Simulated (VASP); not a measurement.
# Cd2HgSe3 (P3m1) in VASP: single point with PBE

Aim: the single point of Cd2HgSe3 with PBE.

Everything below comes from runs of VASP 6.6.1. Logs are shortened: lines on timing, memory, paths and dates and some standing lists are left out, and cuts for length are marked.

### Step 1. The cell of the first run

The structure is trigonal, space group P3m1 (No. 156). The conventional cell has a = 4.399 Å, b = 4.399 Å, c = 10.758 Å, α = 90.00°, β = 90.00°, γ = 120.00°. Cd (site symmetry 3m) has 4 Se at 2.69 Å within 3.5 Å. Cd (site symmetry 3m) has 4 Se at 2.69 Å within 3.5 Å. Hg (site symmetry 3m) has 4 Se at 2.70 to 2.71 Å within 3.6 Å. Se (site symmetry 3m) has 4 Cd at 2.69 Å within 3.5 Å. Within 3.5 Å of Se (site symmetry 3m) lie 3 Cd at 2.69 Å and 1 Hg at 2.71 Å. Se (site symmetry 3m) has 1 Cd at 2.69 Å and 3 Hg at 2.70 Å within 3.5 Å.

### Step 2. Single point, PBE

Contents of INCAR:

```
PREC     = Accurate       # precision mode
ENCUT    = 520            # plane-wave cutoff, eV
EDIFF    = 1E-7           # SCF threshold, eV
ISMEAR   = 0              # smearing method
SIGMA    = 0.1            # smearing width, eV
LREAL    = False          # projectors in reciprocal space
LASPH    = True           # aspherical terms in the spheres
NELM     = 80             # most SCF steps
ALGO     = Normal         # electronic algorithm
ISIF     = 2              # what is computed and relaxed
LWAVE    = False          # write WAVECAR
LCHARG   = False          # write CHGCAR
GGA      = PE             # functional
NBANDS   = 36             # bands
```

Contents of KPOINTS:

```
regular mesh
0
Gamma
  12 12 4
```

Contents of POSCAR:

```
Cd2HgSe3
1.0
    4.3989726355      0.0000000000      0.0000000000
   -2.1994863178      3.8096220529      0.0000000000
    0.0000000000      0.0000000000     10.7575744456
Cd Hg Se
2 1 3
Direct
    0.0000000000      0.0000000000      0.0014784706
    0.6666666667      0.3333333333      0.3330294702
    0.3333333333      0.6666666667      0.6661338397
    0.6666666667      0.3333333333      0.0831191199
    0.3333333333      0.6666666667      0.4144461299
    0.0000000000      0.0000000000      0.7517929698
```

Potentials or basis: VASP PAW PBE potentials, release 64 (Cd, Hg, Se).

On the command line:

```sh
cat potpaw_PBE.64/Cd/POTCAR potpaw_PBE.64/Hg/POTCAR potpaw_PBE.64/Se/POTCAR > POTCAR
mpirun -np 1 vasp_std > vasp.out
```

OUTCAR:

```text
PREC = Accurate
   ENCUT = 520
   EDIFF = 1E-7
   ISMEAR = 0
   LREAL = False
   LASPH = True
   NELM = 80
   ISIF = 2
   GGA = PE

 ion  position               nearest neighbor table
   1  0.000  0.000  0.001-   6 2.69   4 2.69   4 2.69   4 2.69
   2  0.667  0.333  0.333-   5 2.69   5 2.69   5 2.69   4 2.69
   3  0.333  0.667  0.666-   6 2.70   6 2.70   6 2.70   5 2.71
   4  0.667  0.333  0.083-   1 2.69   1 2.69   1 2.69   2 2.69
   5  0.333  0.667  0.414-   2 2.69   2 2.69   2 2.69   3 2.71
   6  0.000  0.000  0.752-   1 2.69   3 2.70   3 2.70   3 2.70

  LATTYP: Found a hexagonal cell.
 ALAT       =     4.3989726355
 C/A-ratio  =     2.4454742816

  Lattice vectors:

 A1 = (   4.3989726355,   0.0000000000,   0.0000000000)
 A2 = (  -2.1994863178,   3.8096220529,   0.0000000000)
 A3 = (   0.0000000000,   0.0000000000,  10.7575744456)

Analysis of symmetry for initial positions (statically):
=====================================================================
 Subroutine PRICEL returns:
 Original cell was already a primitive cell.

 Routine SETGRP: Setting up the symmetry group for a
 hexagonal supercell.

 Subroutine GETGRP returns: Found  6 space group operations
 (whereof  6 operations were pure point group operations)
 out of a pool of 24 trial point group operations.

The static configuration has the point symmetry C_3v.

Analysis of symmetry for dynamics (positions and initial velocities):
=====================================================================
 Subroutine PRICEL returns:
 Original cell was already a primitive cell.

 Routine SETGRP: Setting up the symmetry group for a
 hexagonal supercell.

 Subroutine GETGRP returns: Found  6 space group operations
 (whereof  6 operations were pure point group operations)
 out of a pool of 24 trial point group operations.

The dynamic configuration has the point symmetry C_3v.

 Subroutine INISYM returns: Found  6 space group operations
 (whereof  6 operations are pure point group operations),
 and found     1 'primitive' translations

----------------------------------------------------------------------------------------

                                     Primitive cell

  volume of cell :     180.2800

  direct lattice vectors                    reciprocal lattice vectors
     4.398972635  0.000000000  0.000000000     0.227325806  0.131246615  0.000000000
    -2.199486318  3.809622053  0.000000000     0.000000000  0.262493231  0.000000000
     0.000000000  0.000000000 10.757574446     0.000000000  0.000000000  0.092957758

  length of vectors
     4.398972635  4.398972636 10.757574446     0.262493231  0.262493231  0.092957758

  position of ions in fractional coordinates (direct lattice)
     0.000000000  0.000000000  0.001478471
     0.666666667  0.333333333  0.333029470
     0.333333333  0.666666667  0.666133840
     0.666666667  0.333333333  0.083119120
     0.333333333  0.666666667  0.414446130
     0.000000000  0.000000000  0.751792970

  ion indices of the primitive-cell ions
   primitive index   ion index
                 1           1
                 2           2
                 3           3
                 4           4
                 5           5
                 6           6

----------------------------------------------------------------------------------------

 KPOINTS: regular mesh

Automatic generation of k-mesh.
 Grid dimensions read from file:
 generate k-points for:   12   12    4

 Generating k-lattice:

  Cartesian coordinates                     Fractional coordinates (reciprocal lattice)
     0.018943817  0.010937218  0.000000000     0.083333333 -0.000000000  0.000000000
     0.000000000  0.021874436  0.000000000     0.000000000  0.083333333  0.000000000
     0.000000000  0.000000000  0.023239439     0.000000000  0.000000000  0.250000000

  Length of vectors
     0.021874436  0.021874436  0.023239439

  Shift w.r.t. Gamma in fractional coordinates (k-lattice)
     0.000000000  0.000000000  0.000000000

 Subroutine IBZKPT returns following result:
 ===========================================

 Found     69 irreducible k-points:

 Following reciprocal coordinates:
            Coordinates               Weight
  0.000000  0.000000  0.000000      1.000000
  0.083333  0.000000  0.000000      6.000000
  0.166667  0.000000  0.000000      6.000000
  0.250000  0.000000  0.000000      6.000000
  0.333333  0.000000  0.000000      6.000000
  0.416667  0.000000  0.000000      6.000000
[... 16 lines left out ...]
  0.166667  0.000000  0.250000      6.000000
  0.000000  0.166667  0.250000      6.000000
 [... further k-points ...]
   k-points           NKPTS =     69   k-points in BZ     NKDIM =     69   number of bands    NBANDS=     36
   number of dos      NEDOS =    301   number of ions     NIONS =      6
   total plane-waves  NPLWV = 103680
   dimension x,y,z NGX =    36 NGY =   36 NGZ =   80
   dimension x,y,z NGXF=    72 NGYF=   72 NGZF=  160
   ions per type =               2   1   3
   NGX,Y,Z   is equivalent  to a cutoff of  13.61, 13.61, 12.36 a.u.
   NGXF,Y,Z  is equivalent  to a cutoff of  27.21, 27.21, 24.73 a.u.
 SYSTEM =  unknown system
   PREC   = accura    normal or accurate (medium, high low for compatibility)
   ISTART =      0    job   : 0-new  1-cont  2-samecut
   ICHARG =      2    charge: 1-file 2-atom 10-const
   ISPIN  =      1    spin polarized calculation?
   LNONCOLLINEAR =      F non collinear calculations
   LSORBIT =      F    spin-orbit coupling
   LASPH  =      T    aspherical Exc in radial PAW
   ENCUT  =  520.0 eV  38.22 Ry    6.18 a.u.   8.18  8.18 20.00*2*pi/ulx,y,z
   NELM   =     80;   NELMIN=  2; NELMDL= -5     # of ELM steps
   EDIFF  = 0.1E-06   stopping-criterion for ELM
   LREAL  =      F    real-space projection
   EDIFFG = 0.1E-05   stopping-criterion for IOM
   NSW    =      0    number of steps for IOM
   IBRION =     -1    ionic relax: 0-MD 1-quasi-New 2-CG
   NFREE  =      0    steps in history (QN), initial steepest desc. (CG)
   ISIF   =      2    stress and relaxation
   ISYM   =      2    0-nonsym 1-usesym 2-fastsym
   POTIM  = 0.5000    time-step for ionic-motion
   TEBEG  =    0.0;   TEEND  =   0.0 temperature during run
   PSTRESS=    0.0 pullay stress
   NELECT =      54.0000    total number of electrons
   NUPDOWN=      -1.0000    fix difference up-down
   EMIN   =  10.00;   EMAX   =-10.00  energy-range for DOS
   EFERMI =   0.00;   METHOD = LEGACY
   ISMEAR =     0;   SIGMA  =   0.10  broadening in eV -4-tet -1-fermi 0-gaus
   EFERMI_NEDOS =   21; number of points for ismear=-14 and -15
   IALGO  =     38    algorithm
   IMIX   =      4    mixing-type and parameters
     AMIX     =   0.40;   BMIX     =  1.00
     AMIX_MAG =   1.60;   BMIX_MAG =  1.00
  volume/ion in A,a.u.               =      30.05       202.76
  Fermi-wavevector in a.u.,A,eV,Ry     =   1.095360  2.069930 16.324457  1.199814
  Thomas-Fermi vector in A             =   2.231682
   LORBIT       =      0    0 simple, 1 ext, 2 COOP (PROOUT), +10 PAW based schemes
   GGA     = PE    functional components
   LHFCALC =     F    Hartree Fock is set to
   AEXX    =    0.0000 exact exchange contribution
   IVDW    =     0    specifies the selected vdW correction
   LEPSILON=     F    determine dielectric tensor
   LRPA    =     F    only Hartree local field effects (RPA)
 non-spin polarized calculation
 Gauss-broadening in eV      SIGMA  =   0.10
  energy-cutoff  :      520.00
  volume of cell :      180.28
 maximum number of plane-waves:      4907
 NGX is ok and might be reduce to    36
   NGX = 17   NGY = 17   NGZ = 41

 number of electron      54.0000007 magnetization

 Free energy of the ion-electron system (eV)
  ---------------------------------------------------
  ext. energy  EPLUGINS =         0.00000000
  ---------------------------------------------------
  free energy    TOTEN  =       -15.07434837 eV

  energy without entropy =      -15.07384079  energy(sigma->0) =      -15.07409458

 E-fermi :   0.7971     XC(G=0):  -8.6397

 val. band max:        0.7249152247   @ k =   0.0000   0.0000   0.0000
 cond. band min:       1.3677672535   @ k =   0.0000   0.0000   0.2500
 fundamental gap:      0.6428520288
 Fermi energy:         0.7971406064

 k-point     1 :       0.0000    0.0000    0.0000
  band No.  band energies     occupation
      1     -11.8576      2.00000
      2     -11.5950      2.00000
      3     -11.5287      2.00000
      4      -7.2060      2.00000
      5      -7.2060      2.00000
      6      -7.1637      2.00000
[... 28 lines left out ...]
     35       6.9621      0.00000
     36       6.9690      0.00000

 k-point     2 :       0.0833    0.0000    0.0000
  band No.  band energies     occupation
      1     -11.8370      2.00000
      2     -11.5818      2.00000
      3     -11.5174      2.00000
      4      -7.1986      2.00000
      5      -7.1937      2.00000
      6      -7.1588      2.00000
[... 28 lines left out ...]
     35       6.7404      0.00000
     36       7.0056      0.00000

 k-point     3 :       0.1667    0.0000    0.0000
  band No.  band energies     occupation
      1     -11.7794      2.00000
      2     -11.5461      2.00000
      3     -11.4866      2.00000
      4      -7.1788      2.00000
      5      -7.1592      2.00000
      6      -7.1448      2.00000
[... 28 lines left out ...]
     35       6.8036      0.00000
     36       6.8606      0.00000
[... 742 lines left out ...]
 k-point    23 :       0.1667    0.0000    0.2500
  band No.  band energies     occupation
      1     -11.7659      2.00000
      2     -11.5898      2.00000
      3     -11.4566      2.00000
      4      -7.1789      2.00000
      5      -7.1582      2.00000
      6      -7.1447      2.00000
[... 28 lines left out ...]
     35       6.8766      0.00000
     36       7.3620      0.00000

 k-point    24 :       0.0000    0.1667    0.2500
  band No.  band energies     occupation
      1     -11.7646      2.00000
      2     -11.5930      2.00000
      3     -11.4547      2.00000
      4      -7.1778      2.00000
      5      -7.1618      2.00000
      6      -7.1451      2.00000
[... 28 lines left out ...]
     35       7.0871      0.00000
     36       7.1393      0.00000

 [... further k-points ...]

------------------------ aborting loop because EDIFF is reached ----------------------------------------

  FORCE on cell =-STRESS in cart. coord.  units (eV):
  Direction    XX          YY          ZZ          XY          YZ          ZX
  --------------------------------------------------------------------------------------
  -------------------------------------------------------------------------------------
  Total        0.2577227      0.2577227      0.2600479     -0.0000000      0.0000000      0.0000000
  in kB        2.2904231      2.2904231      2.3110876     -0.0000000      0.0000000      0.0000000
  external PRESSURE =       2.2973113 kB  Pullay stress =       0.0000000 kB

 VOLUME and BASIS-vectors are now :
 -----------------------------------------------------------------------------
  energy-cutoff  :      520.00
  volume of cell :      180.28
      direct lattice vectors                 reciprocal lattice vectors
     4.398972635  0.000000000  0.000000000     0.227325806  0.131246615  0.000000000
    -2.199486318  3.809622053  0.000000000     0.000000000  0.262493231  0.000000000
     0.000000000  0.000000000 10.757574446     0.000000000  0.000000000  0.092957758

 POSITION                                       TOTAL-FORCE (eV/Angst)
 -----------------------------------------------------------------------------------
      0.00000      0.00000      0.01590         0.000000      0.000000      0.000889
      2.19949      1.26987      3.58259         0.000000     -0.000000      0.001344
     -0.00000      2.53975      7.16598        -0.000000      0.000000     -0.000069
      2.19949      1.26987      0.89416        -0.000000     -0.000000     -0.000802
     -0.00000      2.53975      4.45844         0.000000      0.000000      0.000538
      0.00000      0.00000      8.08747         0.000000     -0.000000     -0.001901
 -----------------------------------------------------------------------------------
    total drift:                                0.000000      0.000000      0.001630

  FREE ENERGIE OF THE ION-ELECTRON SYSTEM (eV)
  ---------------------------------------------------
  free  energy   TOTEN  =       -15.0743483683 eV

  energy  without entropy=      -15.0738407867  energy(sigma->0) =      -15.07409458
```

Wall time 14 min (1 thread of Intel Xeon 8259CL, shared host); peak memory 0.6 GiB.

What came out:

* Free energy: -15.0743 eV
* Pressure: 0.2 GPa
* Band gap on the k mesh: zero (filled and empty bands touch)

Levels at points of the mesh, in eV from the Fermi level:
| k point | band 23 | band 24 | band 25 | band 26 | band 27 | band 28 | band 29 | band 30 | band 31 | band 32 |
| --- | --- | --- | --- | --- | --- | --- | --- | --- | --- | --- |
| (0.00, 0.00, 0.00) | -0.65 | -0.65 | -0.21 | -0.12 | -0.07 | -0.07 | 1.63 | 2.00 | 5.67 | 5.67 |
| (0.50, 0.00, 0.00) | -1.90 | -1.72 | -1.53 | -1.23 | -1.05 | 2.37 | 2.96 | 3.09 | 3.36 | 5.33 |
| (0.00, 0.00, 0.50) | -0.90 | -0.47 | -0.47 | -0.16 | -0.16 | 0.96 | 1.50 | 1.90 | 5.32 | 5.42 |
| (0.50, 0.00, 0.50) | -2.09 | -1.73 | -1.62 | -0.84 | -0.84 | 1.69 | 3.21 | 3.31 | 4.01 | 4.15 |

Caveat: semilocal functionals underestimate gaps, and a narrow one can read as zero; spin-orbit coupling is left out, which moves the levels of the heavy elements.

The gap in the log of VASP goes by the Fermi energy; the results here count the filled bands.